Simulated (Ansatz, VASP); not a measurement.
## Sn: VASP beside Ansatz

```
CELL_PARAMETERS angstrom
0.00000 3.23334 3.23334
3.23334 0.00000 3.23334
3.23334 3.23334 0.00000
ATOMIC_POSITIONS crystal
Sn 0.00000 0.00000 0.00000
Sn 0.25000 0.25000 0.25000
```

Alike in both runs: task single point; functional PBE; k mesh 4 × 4 × 4; no spin polarisation.

```csv
,VASP,Ansatz
version,VASP 6.6.1,Ansatz 0.2.0
potentials or method,"VASP PAW PBE potentials, release 64 (Sn_d)","plane waves, PAW"
plane-wave cutoff (eV),520,420
occupations,"fermi-dirac, width 0.1 eV",fermi-dirac
valence electrons in the cell,28,28
```

|  | VASP | Ansatz | Ansatz less VASP |
| --- | --- | --- | --- |
| gap on the k mesh at the Fermi level (eV) | none | none | - |
| pressure (GPa) | 4.4 | 4.5 | +0.07 |

A gap of «none» marks a metal or a gap that the smearing closes.

The k mesh is coarse, so the values compare programs but aren't converged.
